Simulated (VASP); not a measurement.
# P2C (P4_2/mmc) in VASP: notebook

The runs below take P2C through single point, with PBE.

Program: VASP 6.6.1. These are calculated values, not measurements. Logs are shortened: lines on timing, memory, paths and dates and some standing lists are left out, and cuts for length are marked.

## Step 1: The cell of the first run

It takes space group P4_2/mmc (No. 131, tetragonal). The conventional cell has a = 2.886 Å, b = 2.886 Å, c = 7.302 Å, α = 90.00°, β = 90.00°, γ = 90.00°. P (site symmetry 2mm) has 1 P at 1.73 Å and 2 C at 1.73 Å within 2.3 Å. C (site symmetry -4m2) has 4 P at 1.73 Å within 2.3 Å.

The cell was generated, and may not be a known phase.

## Step 2: Single point, PBE, collinear spin

Input file INCAR:

```
SYSTEM = P2C
PREC = Accurate
ENCUT = 520
EDIFF = 1E-7
ISMEAR = 0
SIGMA = 0.1
LREAL = .FALSE.
LASPH = .TRUE.
NELM = 150
ALGO = Normal
ISIF = 2
LWAVE = .FALSE.
LCHARG = .FALSE.
ISPIN = 2
MAGMOM = 0 0 0 0 1 1
LORBIT = 11
GGA = PE
NBANDS = 27
```

Input file KPOINTS:

```
Automatic mesh
0
G
  6 6 4
  0 0 0
```

Input file POSCAR:

```
P2C
1.0
    2.8858172300      0.0000000000      0.0000000000
    0.0000000000      2.8858172300      0.0000000000
    0.0000000000      0.0000000000      7.3017669800
P C
4 2
Direct
    0.0000000000      0.5000000000      0.3813569400
    0.5000000000      0.0000000000      0.1186430600
    0.0000000000      0.5000000000      0.6186430600
    0.5000000000      0.0000000000      0.8813569400
    0.0000000000      0.0000000000      0.7500000000
    0.0000000000      0.0000000000      0.2500000000
```

Potentials or basis: VASP PAW PBE potentials, release 64 (P, C).

Launch:

```
cat potpaw_PBE.64/P/POTCAR potpaw_PBE.64/C/POTCAR > POTCAR
mpirun -np 1 vasp_std > vasp.out
```

OUTCAR:

```text
SYSTEM = P2C
   PREC = Accurate
   ENCUT = 520
   EDIFF = 1E-7
   ISMEAR = 0
   LREAL = .FALSE.
   LASPH = .TRUE.
   NELM = 150
   ISIF = 2
   ISPIN = 2
   LORBIT = 11
   GGA = PE

 ion  position               nearest neighbor table
   1  0.000  0.500  0.381-   3 1.73   6 1.73   6 1.73   2 2.80   2 2.80   2 2.80   2 2.80
   2  0.500  0.000  0.119-   4 1.73   6 1.73   6 1.73   1 2.80   1 2.80   1 2.80   1 2.80
   3  0.000  0.500  0.619-   1 1.73   5 1.73   5 1.73   4 2.80   4 2.80   4 2.80   4 2.80
   4  0.500  0.000  0.881-   2 1.73   5 1.73   5 1.73   3 2.80   3 2.80   3 2.80   3 2.80
   5  0.000  0.000  0.750-   3 1.73   4 1.73   3 1.73   4 1.73
   6  0.000  0.000  0.250-   1 1.73   2 1.73   1 1.73   2 1.73

  LATTYP: Found a simple tetragonal cell.
 ALAT       =     2.8858172300
 C/A-ratio  =     2.5302250275

  Lattice vectors:

 A1 = (   2.8858172300,   0.0000000000,   0.0000000000)
 A2 = (   0.0000000000,   2.8858172300,   0.0000000000)
 A3 = (   0.0000000000,   0.0000000000,   7.3017669800)

Analysis of symmetry for initial positions (statically):
=====================================================================
 Subroutine PRICEL returns:
 Original cell was already a primitive cell.

 Routine SETGRP: Setting up the symmetry group for a
 simple tetragonal supercell.

 Subroutine GETGRP returns: Found 16 space group operations
 (whereof  8 operations were pure point group operations)
 out of a pool of 16 trial point group operations.

The static configuration has the point symmetry D_2h.
 The point group associated with its full space group is D_4h.

Analysis of symmetry for dynamics (positions and initial velocities):
=====================================================================
 Subroutine PRICEL returns:
 Original cell was already a primitive cell.

 Routine SETGRP: Setting up the symmetry group for a
 simple tetragonal supercell.

 Subroutine GETGRP returns: Found 16 space group operations
 (whereof  8 operations were pure point group operations)
 out of a pool of 16 trial point group operations.

The dynamic configuration has the point symmetry D_2h.
 The point group associated with its full space group is D_4h.

Analysis of structural, dynamic, and magnetic symmetry:
=====================================================================
 Subroutine PRICEL returns:
 Original cell was already a primitive cell.

 Routine SETGRP: Setting up the symmetry group for a
 simple tetragonal supercell.

 Subroutine GETGRP returns: Found 16 space group operations
 (whereof  8 operations were pure point group operations)
 out of a pool of 16 trial point group operations.

The overall configuration has the point symmetry D_2h.
 The point group associated with its full space group is D_4h.

 Subroutine INISYM returns: Found 16 space group operations
 (whereof  8 operations are pure point group operations),
 and found     1 'primitive' translations

----------------------------------------------------------------------------------------

                                     Primitive cell

  volume of cell :      60.8087

  direct lattice vectors                    reciprocal lattice vectors
     2.885817230  0.000000000  0.000000000     0.346522292  0.000000000  0.000000000
     0.000000000  2.885817230  0.000000000     0.000000000  0.346522292  0.000000000
     0.000000000  0.000000000  7.301766980     0.000000000  0.000000000  0.136953152

  length of vectors
     2.885817230  2.885817230  7.301766980     0.346522292  0.346522292  0.136953152

  position of ions in fractional coordinates (direct lattice)
     0.000000000  0.500000000  0.381356940
     0.500000000  0.000000000  0.118643060
     0.000000000  0.500000000  0.618643060
     0.500000000  0.000000000  0.881356940
     0.000000000  0.000000000  0.750000000
     0.000000000  0.000000000  0.250000000

  ion indices of the primitive-cell ions
   primitive index   ion index
                 1           1
                 2           2
                 3           3
                 4           4
                 5           5
                 6           6

[... 50 lines left out ...]
  0.333333  0.000000  0.500000      4.000000
  0.500000  0.000000  0.500000      2.000000
 [... further k-points ...]
   k-points           NKPTS =     30   k-points in BZ     NKDIM =     30   number of bands    NBANDS=     27
   number of dos      NEDOS =    301   number of ions     NIONS =      6
   total plane-waves  NPLWV =  31104
   dimension x,y,z NGX =    24 NGY =   24 NGZ =   54
   dimension x,y,z NGXF=    48 NGYF=   48 NGZF=  108
   ions per type =               4   2
   NGX,Y,Z   is equivalent  to a cutoff of  13.83, 13.83, 12.29 a.u.
   NGXF,Y,Z  is equivalent  to a cutoff of  27.65, 27.65, 24.59 a.u.
 SYSTEM =  P2C
   PREC   = accura    normal or accurate (medium, high low for compatibility)
   ISTART =      0    job   : 0-new  1-cont  2-samecut
   ICHARG =      2    charge: 1-file 2-atom 10-const
   ISPIN  =      2    spin polarized calculation?
   LNONCOLLINEAR =      F non collinear calculations
   LSORBIT =      F    spin-orbit coupling
   LASPH  =      T    aspherical Exc in radial PAW
   ENCUT  =  520.0 eV  38.22 Ry    6.18 a.u.   5.37  5.37 13.58*2*pi/ulx,y,z
   NELM   =    150;   NELMIN=  2; NELMDL= -5     # of ELM steps
   EDIFF  = 0.1E-06   stopping-criterion for ELM
   LREAL  =      F    real-space projection
   EDIFFG = 0.1E-05   stopping-criterion for IOM
   NSW    =      0    number of steps for IOM
   IBRION =     -1    ionic relax: 0-MD 1-quasi-New 2-CG
   NFREE  =      0    steps in history (QN), initial steepest desc. (CG)
   ISIF   =      2    stress and relaxation
   ISYM   =      2    0-nonsym 1-usesym 2-fastsym
   POTIM  = 0.5000    time-step for ionic-motion
   TEBEG  =    0.0;   TEEND  =   0.0 temperature during run
   PSTRESS=    0.0 pullay stress
   NELECT =      28.0000    total number of electrons
   NUPDOWN=      -1.0000    fix difference up-down
   EMIN   =  10.00;   EMAX   =-10.00  energy-range for DOS
   EFERMI =   0.00;   METHOD = LEGACY
   ISMEAR =     0;   SIGMA  =   0.10  broadening in eV -4-tet -1-fermi 0-gaus
   EFERMI_NEDOS =   21; number of points for ismear=-14 and -15
   IALGO  =     38    algorithm
   IMIX   =      4    mixing-type and parameters
     AMIX     =   0.40;   BMIX     =  1.00
     AMIX_MAG =   1.60;   BMIX_MAG =  1.00
  volume/ion in A,a.u.               =      10.13        68.39
  Fermi-wavevector in a.u.,A,eV,Ry     =   1.264170  2.388936 21.743837  1.598127
  Thomas-Fermi vector in A             =   2.397489
   LORBIT       =     11    0 simple, 1 ext, 2 COOP (PROOUT), +10 PAW based schemes
   GGA     = PE    functional components
   LHFCALC =     F    Hartree Fock is set to
   AEXX    =    0.0000 exact exchange contribution
   IVDW    =     0    specifies the selected vdW correction
   LEPSILON=     F    determine dielectric tensor
   LRPA    =     F    only Hartree local field effects (RPA)
 spin polarized calculation
 Gauss-broadening in eV      SIGMA  =   0.10
  energy-cutoff  :      520.00
  volume of cell :       60.81
 maximum number of plane-waves:      1661
 NGX is ok and might be reduce to    24
   NGX = 11   NGY = 11   NGZ = 27

 number of electron      28.0000000 magnetization       0.0000689

 number of electron      28.0000000 magnetization      -0.0000865

 Free energy of the ion-electron system (eV)
  ---------------------------------------------------
  ext. energy  EPLUGINS =         0.00000000
  ---------------------------------------------------
  free energy    TOTEN  =       -28.08676409 eV

  energy without entropy =      -28.08352294  energy(sigma->0) =      -28.08514351

 E-fermi :  12.1048     XC(G=0): -11.9895

 val. band max:       12.0082908576   @ k =   0.1667   0.0000   0.2500
 cond. band min:      12.1638089805   @ k =   0.1667   0.0000   0.0000
 fundamental gap:      0.1555181228
 Fermi energy:        12.1048076469

 spin component 1

 k-point     1 :       0.0000    0.0000    0.0000
  band No.  band energies     occupation
      1      -8.8060      1.00000
      2      -7.4313      1.00000
      3      -4.8970      1.00000
      4       0.2502      1.00000
      5       1.1780      1.00000
      6       4.5985      1.00000
[... 685 lines left out ...]
     25      21.5427      0.00000
     26      21.9818      0.00000

 [... further k-points ...]

 spin component 2

 k-point     1 :       0.0000    0.0000    0.0000
  band No.  band energies     occupation
      1      -8.8061      1.00000
      2      -7.4313      1.00000
      3      -4.8971      1.00000
      4       0.2502      1.00000
      5       1.1780      1.00000
      6       4.5985      1.00000
[... 685 lines left out ...]
     25      21.5427      0.00000
     26      21.9818      0.00000

 [... further k-points ...]

 [bands above 26 left out]

------------------------ aborting loop because EDIFF is reached ----------------------------------------

  FORCE on cell =-STRESS in cart. coord.  units (eV):
  Direction    XX          YY          ZZ          XY          YZ          ZX
  --------------------------------------------------------------------------------------
  -------------------------------------------------------------------------------------
  Total       13.8676166     13.8676166     66.0679575      0.0000000      0.0000000      0.0000000
  in kB      365.3817027    365.3817027   1740.7477794      0.0000000      0.0000000      0.0000000
  external PRESSURE =     823.8370616 kB  Pullay stress =       0.0000000 kB

 VOLUME and BASIS-vectors are now :
 -----------------------------------------------------------------------------
  energy-cutoff  :      520.00
  volume of cell :       60.81
      direct lattice vectors                 reciprocal lattice vectors
     2.885817230  0.000000000  0.000000000     0.346522292  0.000000000  0.000000000
     0.000000000  2.885817230  0.000000000     0.000000000  0.346522292  0.000000000
     0.000000000  0.000000000  7.301766980     0.000000000  0.000000000  0.136953152

 POSITION                                       TOTAL-FORCE (eV/Angst)
 -----------------------------------------------------------------------------------
      0.00000      1.44291      2.78458         0.000000     -0.000000     -7.982829
      1.44291      0.00000      0.86630        -0.000000      0.000000      7.982829
      0.00000      1.44291      4.51719        -0.000000     -0.000000      7.982829
      1.44291      0.00000      6.43546        -0.000000     -0.000000     -7.982829
      0.00000      0.00000      5.47633         0.000000     -0.000000      0.000000
      0.00000      0.00000      1.82544        -0.000000     -0.000000      0.000000
 -----------------------------------------------------------------------------------
    total drift:                               -0.000000     -0.000000      0.000000

  FREE ENERGIE OF THE ION-ELECTRON SYSTEM (eV)
  ---------------------------------------------------
  free  energy   TOTEN  =       -28.0867640852 eV

  energy  without entropy=      -28.0835229359  energy(sigma->0) =      -28.08514351

 total charge

# of ion       s       p       d       tot
------------------------------------------
    1        0.999   1.758   0.000   2.757
    2        0.999   1.758   0.000   2.757
    3        0.999   1.758   0.000   2.757
    4        0.999   1.758   0.000   2.757
    5        0.898   1.773   0.000   2.671
    6        0.898   1.773   0.000   2.671
--------------------------------------------------
tot          5.791  10.578   0.000  16.369

 magnetization (x)

# of ion       s       p       d       tot
------------------------------------------
    1        0.000   0.000   0.000   0.000
    2        0.000   0.000   0.000   0.000
    3        0.000   0.000   0.000   0.000
    4        0.000   0.000   0.000   0.000
    5        0.000   0.000   0.000   0.000
    6        0.000   0.000   0.000   0.000
--------------------------------------------------
tot          0.000   0.000   0.000   0.000
```

It took 84 s on 1 thread of Intel Xeon Platinum 8259CL at 2.50GHz (Skylake/Cascade Lake), shared host; peak memory 0.23 GiB.

Results:

```
Free energy                                           : -28.0868 eV
Pressure                                              : 82.4 GPa
Largest force                                         : 7.983 eV/Å
Band gap on the k mesh                                : zero (filled and empty bands overlap)
Net moment                                            : 0.00 μB per cell
Valence electrons inside the program's atomic spheres : P 2.76; C 2.67
```

Forces in eV/Å, atoms in the order of the input:
```
P    0.000  0.000 -7.983
P    0.000  0.000  7.983
P    0.000  0.000  7.983
P    0.000  0.000 -7.983
C    0.000  0.000  0.000
C    0.000  0.000  0.000
```

Levels at points of the mesh, in eV from the Fermi level:
Spin up:
| k point | band 11 | band 12 | band 13 | band 14 | band 15 | band 16 | band 17 | band 18 |
| --- | --- | --- | --- | --- | --- | --- | --- | --- |
| (0.00, 0.00, 0.00) | -1.21 | -0.96 | -0.96 | -0.71 | 0.21 | 1.00 | 2.67 | 2.67 |
| (0.50, 0.00, 0.00) | -5.85 | -2.51 | -0.34 | 0.23 | 2.07 | 2.26 | 2.54 | 2.76 |
| (0.50, 0.50, 0.00) | -7.49 | -5.65 | -5.57 | -1.61 | 1.11 | 1.70 | 1.70 | 2.27 |
| (0.00, 0.00, 0.50) | -0.77 | -0.77 | -0.17 | -0.17 | 0.48 | 0.48 | 0.92 | 0.92 |
| (0.50, 0.00, 0.50) | -6.02 | -0.61 | -0.59 | -0.32 | 1.48 | 2.04 | 2.40 | 2.69 |
| (0.50, 0.50, 0.50) | -7.51 | -7.51 | -2.48 | -2.48 | 0.17 | 0.17 | 0.86 | 0.86 |
Spin down:
| k point | band 11 | band 12 | band 13 | band 14 | band 15 | band 16 | band 17 | band 18 |
| --- | --- | --- | --- | --- | --- | --- | --- | --- |
| (0.00, 0.00, 0.00) | -1.21 | -0.96 | -0.96 | -0.71 | 0.21 | 1.00 | 2.67 | 2.67 |
| (0.50, 0.00, 0.00) | -5.85 | -2.51 | -0.34 | 0.23 | 2.07 | 2.26 | 2.54 | 2.76 |
| (0.50, 0.50, 0.00) | -7.49 | -5.65 | -5.57 | -1.61 | 1.11 | 1.70 | 1.70 | 2.27 |
| (0.00, 0.00, 0.50) | -0.77 | -0.77 | -0.17 | -0.17 | 0.48 | 0.48 | 0.92 | 0.92 |
| (0.50, 0.00, 0.50) | -6.02 | -0.61 | -0.59 | -0.32 | 1.48 | 2.04 | 2.40 | 2.69 |
| (0.50, 0.50, 0.50) | -7.51 | -7.51 | -2.48 | -2.48 | 0.17 | 0.17 | 0.86 | 0.86 |

Caveat: the k points lie up to 0.36 Å⁻¹ apart, too coarse for converged energies and pressures of a metal; forces of over 1 eV/Å act on the atoms, so gaps and moduli don't describe the material at rest.

## Step 3: Single point, PBE

This run uses another cell than the first one, of 17.90 Å³/atom.

Input file INCAR:

```
SYSTEM = P2C
ALGO = Normal
EDIFF = 1E-7
ENCUT = 520
GGA = PE
ISIF = 2
ISMEAR = 0
LASPH = .True.
LCHARG = .True.
LELF = .True.
LREAL = .False.
LVHAR = .True.
LWAVE = .False.
NBANDS = 23
NELM = 80
PREC = Accurate
SIGMA = 0.1
```

Input file KPOINTS:

```
k-points
0
Gamma
  14 14 4
  0 0 0
```

Input file POSCAR:

```
P2C
1.0
    2.8304747662      0.0000000000      0.0000000000
    0.0000000000      2.8304747662      0.0000000000
    0.0000000000      0.0000000000     13.4079969118
P C
4 2
Direct
    0.0000000000      0.5000000000      0.3396203541
    0.5000000000      0.0000000000      0.1603796459
    0.0000000000      0.5000000000      0.6603796459
    0.5000000000      0.0000000000      0.8396203541
    0.0000000000      0.0000000000      0.7500000000
    0.0000000000      0.0000000000      0.2500000000
```

Potentials or basis: VASP PAW PBE potentials, release 64 (P, C).

Launch:

```
cat potpaw_PBE.64/P/POTCAR potpaw_PBE.64/C/POTCAR > POTCAR
mpirun -np 1 vasp_std > vasp.out
```

It took 3.4 min on 1 thread of Intel Xeon Platinum 8259CL at 2.50GHz (Skylake/Cascade Lake), shared host; peak memory 0.36 GiB.

Results (log left out):

* Free energy: -37.5308 eV
* Pressure: -0.3 GPa
* Largest force: 0.069 eV/Å
* Band gap on the k mesh: zero (bands 14 and 15 overlap by 4.47 eV)

Forces on the atoms (eV/Å):
```
P    0.000  0.000 -0.069
P    0.000  0.000  0.069
P    0.000  0.000  0.069
P    0.000  0.000 -0.069
C    0.000  0.000  0.000
C    0.000  0.000  0.000
```

Stress tensor (GPa, compression positive):
```
-0.25  0.00  0.00
 0.00 -0.25  0.00
 0.00  0.00 -0.51
```

Levels at points of the mesh, in eV from the Fermi level:
| k point | band 10 | band 11 | band 12 | band 13 | band 14 | band 15 | band 16 | band 17 | band 18 | band 19 |
| --- | --- | --- | --- | --- | --- | --- | --- | --- | --- | --- |
| (0.00, 0.00, 0.00) | -3.59 | -3.09 | -2.29 | 1.85 | 2.20 | 3.23 | 3.23 | 3.26 | 3.26 | 3.27 |
| (0.50, 0.00, 0.00) | -2.87 | -2.51 | -2.51 | -2.42 | -2.11 | 1.87 | 2.66 | 4.11 | 4.12 | 4.73 |
| (0.50, 0.50, 0.00) | -4.47 | -2.78 | -2.78 | -2.60 | -2.60 | -2.22 | -2.16 | 1.95 | 2.23 | 3.78 |
| (0.00, 0.00, 0.50) | -3.59 | -2.69 | -2.69 | 2.04 | 2.04 | 3.24 | 3.24 | 3.25 | 3.25 | 3.34 |
| (0.50, 0.00, 0.50) | -2.91 | -2.51 | -2.51 | -2.32 | -2.21 | 2.03 | 2.48 | 4.11 | 4.12 | 5.10 |
| (0.50, 0.50, 0.50) | -4.48 | -2.78 | -2.78 | -2.60 | -2.60 | -2.19 | -2.19 | 2.08 | 2.08 | 3.89 |

Caveat: this functional lacks dispersion, which binds layers or chains, so the pressure and a relaxed spacing across them are unreliable.

(Continued in part 2 of 2.)

The gap in the log of VASP goes by the Fermi energy; the results here count the filled bands.